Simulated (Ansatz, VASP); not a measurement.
**Hg: VASP beside Ansatz**

File INCAR:

```
SYSTEM = Hg
PREC     = Accurate       ! precision mode
ENCUT    = 520            ! plane-wave cutoff, eV
EDIFF    = 1E-6           ! SCF threshold, eV
ISMEAR   = 0              ! smearing method
SIGMA    = 0.1            ! smearing width, eV
LREAL    = .FALSE.        ! projectors in reciprocal space
LASPH    = .TRUE.         ! aspherical terms in the spheres
NELM     = 80             ! most SCF steps
ALGO     = Fast           ! electronic algorithm
ISIF     = 2              ! what is computed and relaxed
LWAVE    = .FALSE.        ! write WAVECAR
LCHARG   = .FALSE.        ! write CHGCAR
GGA      = PE             ! functional
NBANDS   = 12             ! bands
```

The input KPOINTS:

```
Automatic mesh
0
G
  14 14 14
  0 0 0
```

Contents of POSCAR:

```
Hg
1.0
    1.6863006438      0.8576276545      2.2248095309
   -1.6863006438      0.8576276545      2.2248095309
    0.0000000000     -1.9833353089      2.3446674783
Hg
1
Direct
    0.0000000000      0.0000000000      0.0000000000
```

Input for Ansatz:

```yaml
crystal:
  lattice:
    - [1.6863006438, 0.8576276545, 2.2248095309]
    - [-1.6863006438, 0.8576276545, 2.2248095309]
    - [0.0, -1.9833353089, 2.3446674783]
  atoms:
    - { symbol: Hg, position: [0.0, 0.0, 0.0] }
basis:
  ecutwfc: 420
kpoints:
  mp_grid: { grid: [14, 14, 14] }
hamiltonian:
  xc: pbe
scf:
  occupations: { method: gaussian, width: 0.1 }
output:
  forces: true
  stress: true
  eigenvalues: true
  populations: true
  write_density: true
  write_potential: true
  elf: true
  volumetric_format: npy
```

Alike in both runs: task single point; functional PBE; k mesh 14 × 14 × 14; occupations gaussian, width 0.1 eV; no spin polarisation.

|  | VASP | Ansatz |
| --- | --- | --- |
| version | VASP 6.6.1 | Ansatz 0.2.0 |
| potentials or method | VASP PAW PBE potentials, release 64 (Hg), cutoff 520 eV | scalar-relativistic, plane waves, PAW |
| valence electrons in the cell | 12 | 20 |

```csv
,VASP,Ansatz,Ansatz less VASP
gap on the k mesh at the Fermi level (eV),none,none,-
pressure (GPa),11.0,10.4,-0.64
"traceless stress, the component that is largest in VASP (GPa)",1.46,1.24,-0.225
```

A gap of «none» marks a metal or a gap that the smearing closes. VASP's potentials hold 12 valence electrons a cell and Ansatz's 20, so a difference there can come from the potentials and not from the codes.

Neither program's run includes spin-orbit coupling.
